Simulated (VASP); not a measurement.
# TlBr (Pm-3m) in VASP: notebook

The runs below take TlBr through relaxation of cell and atoms, with PBE.

All numbers are computed with VASP 6.6.1; they aren't measurements. Logs are shortened: lines on timing, memory, paths and dates and some standing lists are left out, and cuts for length are marked.

### Step 1. The cell of the first run

The structure is cubic, space group Pm-3m (No. 221). Conventional cell: a = 3.980 Å, b = 3.980 Å, c = 3.980 Å, α = 90.00°, β = 90.00°, γ = 90.00°. Tl (site symmetry m-3m) has 8 Br at 3.45 Å and 6 Tl at 3.98 Å within 4.5 Å. Within 4.5 Å of Br (site symmetry m-3m) lie 8 Tl at 3.45 Å and 6 Br at 3.98 Å.

### Step 2. Relaxation of cell and atoms, PBE, target pressure 10 GPa, at which the enthalpy is minimised

Input file INCAR:

```
PREC     = Accurate       # precision mode
ENCUT    = 500            # plane-wave cutoff, eV
EDIFF    = 1E-7           # SCF threshold, eV
ISMEAR   = 0              # smearing method
SIGMA    = 0.01           # smearing width, eV
LREAL    = F              # projectors in reciprocal space
LASPH    = T              # aspherical terms in the spheres
NELM     = 120            # most SCF steps
ALGO     = Normal         # electronic algorithm
ISIF     = 3              # what is computed and relaxed
LWAVE    = F              # write WAVECAR
LCHARG   = F              # write CHGCAR
GGA      = PE             # functional
IBRION   = 2              # ionic algorithm
NSW      = 80             # ionic steps
EDIFFG   = -0.05          # ionic threshold
PSTRESS  = 100.0        
GGA_COMPAT= F            
NELMIN   = 4
```

Input file KPOINTS:

```
regular mesh
0
Gamma
  4 4 4
```

Input file POSCAR:

```
TlBr
1.0
    3.9800000000      0.0000000000      0.0000000000
    0.0000000000      3.9800000000      0.0000000000
    0.0000000000      0.0000000000      3.9800000000
Tl Br
1 1
Direct
    0.0000000000      0.0000000000      0.0000000000
    0.5000000000      0.5000000000      0.5000000000
```

Potentials or basis: VASP PAW PBE potentials, release 64 (Tl_d, Br).

On the command line:

```bash
> cat potpaw_PBE.64/Tl_d/POTCAR potpaw_PBE.64/Br/POTCAR > POTCAR
> mpirun -np 1 vasp_std > vasp.out
```

OUTCAR:

```text
PREC = Accurate
   ENCUT = 500
   EDIFF = 1E-7
   ISMEAR = 0
   LREAL = F
   LASPH = T
   NELM = 120
   ISIF = 3
   GGA = PE
   IBRION = 2
   NSW = 80
   EDIFFG = -0.05
   PSTRESS = 100.0
   NELMIN = 4

 ion  position               nearest neighbor table
   1  0.000  0.000  0.000-   2 3.45   2 3.45   2 3.45   2 3.45   2 3.45   2 3.45   2 3.45   2 3.45

   2  0.500  0.500  0.500-   1 3.45   1 3.45   1 3.45   1 3.45   1 3.45   1 3.45   1 3.45   1 3.45

  LATTYP: Found a simple cubic cell.
 ALAT       =     3.9800000000

  Lattice vectors:

 A1 = (   3.9800000000,   0.0000000000,   0.0000000000)
 A2 = (   0.0000000000,   3.9800000000,   0.0000000000)
 A3 = (   0.0000000000,   0.0000000000,   3.9800000000)

Analysis of symmetry for initial positions (statically):
=====================================================================
 Subroutine PRICEL returns:
 Original cell was already a primitive cell.

 Routine SETGRP: Setting up the symmetry group for a
 simple cubic supercell.

 Subroutine GETGRP returns: Found 48 space group operations
 (whereof 48 operations were pure point group operations)
 out of a pool of 48 trial point group operations.

The static configuration has the point symmetry O_h .

Analysis of symmetry for dynamics (positions and initial velocities):
=====================================================================
 Subroutine PRICEL returns:
 Original cell was already a primitive cell.

 Routine SETGRP: Setting up the symmetry group for a
 simple cubic supercell.

 Subroutine GETGRP returns: Found 48 space group operations
 (whereof 48 operations were pure point group operations)
 out of a pool of 48 trial point group operations.

The dynamic configuration has the point symmetry O_h .

 Subroutine INISYM returns: Found 48 space group operations
 (whereof 48 operations are pure point group operations),
 and found     1 'primitive' translations

----------------------------------------------------------------------------------------

                                     Primitive cell

  volume of cell :      63.0448

  direct lattice vectors                    reciprocal lattice vectors
     3.980000000  0.000000000  0.000000000     0.251256281  0.000000000  0.000000000
     0.000000000  3.980000000  0.000000000     0.000000000  0.251256281  0.000000000
     0.000000000  0.000000000  3.980000000     0.000000000  0.000000000  0.251256281

  length of vectors
     3.980000000  3.980000000  3.980000000     0.251256281  0.251256281  0.251256281

  position of ions in fractional coordinates (direct lattice)
     0.000000000  0.000000000  0.000000000
     0.500000000  0.500000000  0.500000000

  ion indices of the primitive-cell ions
   primitive index   ion index
                 1           1
                 2           2

----------------------------------------------------------------------------------------

 KPOINTS: regular mesh

Automatic generation of k-mesh.
 Grid dimensions read from file:
 generate k-points for:    4    4    4

 Generating k-lattice:

  Cartesian coordinates                     Fractional coordinates (reciprocal lattice)
     0.062814070  0.000000000  0.000000000     0.250000000  0.000000000  0.000000000
     0.000000000  0.062814070  0.000000000     0.000000000  0.250000000  0.000000000
     0.000000000  0.000000000  0.062814070     0.000000000  0.000000000  0.250000000

  Length of vectors
     0.062814070  0.062814070  0.062814070

  Shift w.r.t. Gamma in fractional coordinates (k-lattice)
     0.000000000  0.000000000  0.000000000

 Subroutine IBZKPT returns following result:
 ===========================================

 Found     10 irreducible k-points:

 Following reciprocal coordinates:
            Coordinates               Weight
  0.000000  0.000000  0.000000      1.000000
  0.250000  0.000000  0.000000      6.000000
  0.500000  0.000000  0.000000      3.000000
  0.250000  0.250000  0.000000     12.000000
  0.500000  0.250000  0.000000     12.000000
  0.500000  0.500000  0.000000      3.000000
  0.250000  0.250000  0.250000      8.000000
  0.500000  0.250000  0.250000     12.000000
  0.500000  0.500000  0.250000      6.000000
  0.500000  0.500000  0.500000      1.000000
   k-points           NKPTS =     10   k-points in BZ     NKDIM =     10   number of bands    NBANDS=     14
   number of dos      NEDOS =    301   number of ions     NIONS =      2
   total plane-waves  NPLWV =  27000
   dimension x,y,z NGX =    30 NGY =   30 NGZ =   30
   dimension x,y,z NGXF=    60 NGYF=   60 NGZF=   60
   ions per type =               1   1
   NGX,Y,Z   is equivalent  to a cutoff of  12.53, 12.53, 12.53 a.u.
   NGXF,Y,Z  is equivalent  to a cutoff of  25.06, 25.06, 25.06 a.u.
 SYSTEM =  unknown system
   PREC   = accura    normal or accurate (medium, high low for compatibility)
   ISTART =      0    job   : 0-new  1-cont  2-samecut
   ICHARG =      2    charge: 1-file 2-atom 10-const
   ISPIN  =      1    spin polarized calculation?
   LNONCOLLINEAR =      F non collinear calculations
   LSORBIT =      F    spin-orbit coupling
   LASPH  =      T    aspherical Exc in radial PAW
   ENCUT  =  500.0 eV  36.75 Ry    6.06 a.u.   7.26  7.26  7.26*2*pi/ulx,y,z
   NELM   =    120;   NELMIN=  4; NELMDL= -5     # of ELM steps
   EDIFF  = 0.1E-06   stopping-criterion for ELM
   LREAL  =      F    real-space projection
   EDIFFG = -.5E-01   stopping-criterion for IOM
   NSW    =     80    number of steps for IOM
   IBRION =      2    ionic relax: 0-MD 1-quasi-New 2-CG
   NFREE  =      1    steps in history (QN), initial steepest desc. (CG)
   ISIF   =      3    stress and relaxation
   ISYM   =      2    0-nonsym 1-usesym 2-fastsym
   POTIM  = 0.5000    time-step for ionic-motion
   TEBEG  =    0.0;   TEEND  =   0.0 temperature during run
   PSTRESS=  100.0 pullay stress
   NELECT =      20.0000    total number of electrons
   NUPDOWN=      -1.0000    fix difference up-down
   EMIN   =  10.00;   EMAX   =-10.00  energy-range for DOS
   EFERMI =   0.00;   METHOD = LEGACY
   ISMEAR =     0;   SIGMA  =   0.01  broadening in eV -4-tet -1-fermi 0-gaus
   EFERMI_NEDOS =   21; number of points for ismear=-14 and -15
   IALGO  =     38    algorithm
   IMIX   =      4    mixing-type and parameters
     AMIX     =   0.40;   BMIX     =  1.00
     AMIX_MAG =   1.60;   BMIX_MAG =  1.00
  volume/ion in A,a.u.               =      31.52       212.72
  Fermi-wavevector in a.u.,A,eV,Ry     =   1.116525  2.109926 16.961403  1.246628
  Thomas-Fermi vector in A             =   2.253140
   LORBIT       =      0    0 simple, 1 ext, 2 COOP (PROOUT), +10 PAW based schemes
   GGA     = PE    functional components
   LHFCALC =     F    Hartree Fock is set to
   AEXX    =    0.0000 exact exchange contribution
   IVDW    =     0    specifies the selected vdW correction
   LEPSILON=     F    determine dielectric tensor
   LRPA    =     F    only Hartree local field effects (RPA)
 conjugate gradient relaxation of ions
 non-spin polarized calculation
 Gauss-broadening in eV      SIGMA  =   0.01
  energy-cutoff  :      500.00
  volume of cell :       63.04
 maximum number of plane-waves:      1628
 NGX is ok and might be reduce to    30
   NGX = 15   NGY = 15   NGZ = 15

--------------------------------------- Ionic step        1  -------------------------------------------

 number of electron      20.0000005 magnetization

 Free energy of the ion-electron system (eV)
  ---------------------------------------------------
  ext. energy  EPLUGINS =         0.00000000
  ---------------------------------------------------
  free energy    TOTEN  =        -5.52069732 eV

  energy without entropy =       -5.52069732  energy(sigma->0) =       -5.52069732

 E-fermi :   2.4495     XC(G=0):  -8.9666

 val. band max:        2.3901025817   @ k =   0.5000   0.0000   0.0000
 cond. band min:       4.2451525574   @ k =   0.5000   0.0000   0.0000
 fundamental gap:      1.8550499757
 Fermi energy:         2.4495407818

 k-point     1 :       0.0000    0.0000    0.0000
  band No.  band energies     occupation
      1     -11.3372      2.00000
      2      -7.7270      2.00000
      3      -7.7270      2.00000
      4      -7.5503      2.00000
      5      -7.5503      2.00000
      6      -7.5503      2.00000
      7      -2.2679      2.00000
      8       1.0915      2.00000
      9       1.0915      2.00000
     10       1.0915      2.00000
     11       9.4023      0.00000
     12       9.4023      0.00000
     13       9.6120      0.00000
     14       9.6120      0.00000
[... 395 lines left out ...]
  FREE ENERGIE OF THE ION-ELECTRON SYSTEM (eV)
  ---------------------------------------------------
  free  energy   TOTEN  =        -4.9587307497 eV

  energy  without entropy=       -4.9587307497  energy(sigma->0) =       -4.95873075

  enthalpy is  TOTEN    =        -1.9180374082 eV   P V=        3.0406933415

--------------------------------------- Ionic step        3  -------------------------------------------

 number of electron      19.9999999 magnetization

 Free energy of the ion-electron system (eV)
  ---------------------------------------------------
  ext. energy  EPLUGINS =         0.00000000
  ---------------------------------------------------
  free energy    TOTEN  =        -5.16977112 eV

  energy without entropy =       -5.16977112  energy(sigma->0) =       -5.16977112

 E-fermi :   4.9986     XC(G=0):  -9.9530

 val. band max:        4.9134918658   @ k =   0.5000   0.0000   0.0000
 cond. band min:       5.9928242260   @ k =   0.5000   0.5000   0.5000
 fundamental gap:      1.0793323603
 Fermi energy:         4.9985608526

 k-point     1 :       0.0000    0.0000    0.0000
  band No.  band energies     occupation
      1     -10.2898      2.00000
      2      -5.8709      2.00000
      3      -5.8709      2.00000
      4      -5.5545      2.00000
      5      -5.5545      2.00000
      6      -5.5545      2.00000
      7      -0.3522      2.00000
      8       2.5533      2.00000
      9       2.5533      2.00000
     10       2.5533      2.00000
     11      11.1851      0.00000
     12      11.1851      0.00000
     13      12.7896      0.00000
     14      12.7896      0.00000
[... 173 lines left out ...]
 POSITION                                       TOTAL-FORCE (eV/Angst)
 -----------------------------------------------------------------------------------
      0.00000      0.00000      0.00000        -0.000000     -0.000000      0.000000
      1.86077      1.86077      1.86077         0.000000      0.000000      0.000000
 -----------------------------------------------------------------------------------
    total drift:                                0.000000     -0.000000     -0.000000

  FREE ENERGIE OF THE ION-ELECTRON SYSTEM (eV)
  ---------------------------------------------------
  free  energy   TOTEN  =        -5.1697711178 eV

  energy  without entropy=       -5.1697711178  energy(sigma->0) =       -5.16977112

  enthalpy is  TOTEN    =        -1.9527011619 eV   P V=        3.2170699559

 reached required accuracy - stopping structural energy minimisation
```

Run time: 14 s. Hardware: 1 thread of Intel Xeon Platinum 8488C (Sapphire Rapids), shared host; peak memory 0.17 GiB.

What came out:

```
Free energy                                                : -5.1698 eV
Relaxed volume                                             : 25.77 Å³/atom
Relaxed cell                                               : a = 3.722 Å, b = 3.722 Å, c = 3.722 Å, α = 90.00°, β = 90.00°, γ = 90.00°
Space group after relaxing (to 0.1 Å)                      : Pm-3m (No. 221)
Energy change on relaxing (the run minimises the enthalpy) : +175.5 meV/atom
Ionic steps                                                : 3
Pressure after relaxing                                    : 10.0 GPa
Band gap on the k mesh                                     : 1.08 eV (least direct gap 1.22 eV)
```

Step by step:
| step | energy change (eV) | largest force (eV/Å) | pressure (GPa) | volume (Å³) |
| --- | --- | --- | --- | --- |
| 1 | 0.0000 | 0.0000 | 1.32 | 63.04 |
| 2 | 0.5620 | 0.0000 | 14.10 | 48.72 |
| 3 | 0.3509 | 0.0000 | 10.01 | 51.54 |

Final structure:
```
Tl Br
1.0
     3.72155    0.00000    0.00000
     0.00000    3.72155    0.00000
     0.00000    0.00000    3.72155
Tl Br
1 1
Direct
  0.00000 0.00000 0.00000
  0.50000 0.50000 0.50000
```

Caveat: the cell is relaxed towards a set pressure, so the run minimises the enthalpy, not the energy; the volume moved by over 15 % at a fixed basis, so the end points are rough; spin-orbit coupling is left out, which moves the levels of the heavy elements.

### Step 3. Relaxation of cell and atoms, PBE, target pressure 20 GPa, at which the enthalpy is minimised

Input file INCAR:

```
PREC     = Accurate       # precision mode
ENCUT    = 500            # plane-wave cutoff, eV
EDIFF    = 1E-7           # SCF threshold, eV
ISMEAR   = 0              # smearing method
SIGMA    = 0.01           # smearing width, eV
LREAL    = False          # projectors in reciprocal space
LASPH    = True           # aspherical terms in the spheres
NELM     = 120            # most SCF steps
ALGO     = Normal         # electronic algorithm
ISIF     = 3              # what is computed and relaxed
LWAVE    = False          # write WAVECAR
LCHARG   = False          # write CHGCAR
GGA      = PE             # functional
IBRION   = 2              # ionic algorithm
NSW      = 80             # ionic steps
EDIFFG   = -0.05          # ionic threshold
PSTRESS  = 200.0        
GGA_COMPAT= False        
NELMIN   = 4
```

Input file KPOINTS:

```
Automatic mesh
0
Gamma
  4 4 4
```

POSCAR is that of step 2.

Potentials or basis: VASP PAW PBE potentials, release 64 (Tl_d, Br).

On the command line:

```bash
> cat potpaw_PBE.64/Tl_d/POTCAR potpaw_PBE.64/Br/POTCAR > POTCAR
> mpirun -np 1 vasp_std > vasp.out
```

It took 16 s on 1 thread of Intel Xeon Platinum 8488C (Sapphire Rapids), shared host; peak memory 0.18 GiB.

Results (log left out):

| Quantity | Value |
| --- | --- |
| Free energy | -4.6538 eV |
| Relaxed volume | 22.90 Å³/atom |
| Relaxed cell | a = 3.578 Å, b = 3.578 Å, c = 3.578 Å, α = 90.00°, β = 90.00°, γ = 90.00° |
| Space group after relaxing (to 0.1 Å) | Pm-3m (No. 221) |
| Energy change on relaxing (the run minimises the enthalpy) | +433.5 meV/atom |
| Ionic steps | 3 |
| Pressure after relaxing | 19.7 GPa |
| Band gap on the k mesh | 0.26 eV (least direct gap 0.77 eV) |

The path:
```tsv
step	energy change (eV)	largest force (eV/Å)	pressure (GPa)	volume (Å³)
1	0.0000	0.0000	1.32	63.04
2	3.2219	0.0000	61.59	35.11
3	0.8669	0.0000	19.74	45.81
```

Final structure:
```
Tl Br
1.0
     3.57800    0.00000    0.00000
     0.00000    3.57800    0.00000
     0.00000    0.00000    3.57800
Tl Br
1 1
Direct
  0.00000 0.00000 0.00000
  0.50000 0.50000 0.50000
```

Levels at points of the mesh, in eV from the valence-band top:
```
           k point  band 7  band 8  band 9  band 10  band 11  band 12  band 13  band 14
(0.00, 0.00, 0.00)   -5.68   -3.13   -3.13    -3.13     5.70     5.70     8.26     8.26
(0.50, 0.00, 0.00)   -8.17   -2.12   -2.12     0.00     0.77     5.16     5.16     6.26
(0.50, 0.50, 0.00)   -5.76   -5.76   -4.93    -2.11     4.94     4.94     7.17     8.15
(0.50, 0.50, 0.50)   -3.83   -3.83   -3.83    -2.99     0.26     0.26     0.26    14.80
```

Caveat: the cell is relaxed towards a set pressure, so the run minimises the enthalpy, not the energy; the volume moved by over 15 % at a fixed basis, so the end points are rough; spin-orbit coupling is left out, which moves the levels of the heavy elements. A k mesh can miss the band edges.
